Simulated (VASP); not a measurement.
**C: single point with PBEsol**

Crystal: C.

```
C
1.0
     0.00000    2.11272    3.32553
     1.21976    0.00000    3.32553
     1.21976    2.11272    0.00000
C
2
Direct
  0.16667 0.83333 0.16667
  0.83333 0.16667 0.83333
```

```yaml
Program: VASP 6.6.1
Task: single point
Functional: PBEsol
Potentials_or_basis: VASP PAW PBE potentials, release 64 (C)
Cutoff: 520 eV
k_mesh: 18 × 18 × 18
Occupations: fermi-dirac, width 0.05 eV
Spin: no spin polarisation
```

| Quantity | Value |
| --- | --- |
| Pressure | 8.1 GPa |
| Largest force | 0.004 eV/Å |

Forces in eV/Å, atoms in the order of the input:
```
C    0.000  0.004  0.000
C    0.000 -0.004  0.000
```

Stress tensor (GPa, compression positive):
```
11.54  0.00  0.00
 0.00 10.98  0.00
 0.00  0.00  1.90
```

It took 69 s on 1 thread of Intel(R) Xeon(R) 6975P-C (Granite Rapids), on a shared host, peak memory 0.23 GiB.

Caveat: the cell stands under pressure; this functional lacks dispersion, which binds the layers, so the pressure and a relaxed spacing across them are unreliable; the PAW data sets were made with another functional, which shifts forces and pressure a little.
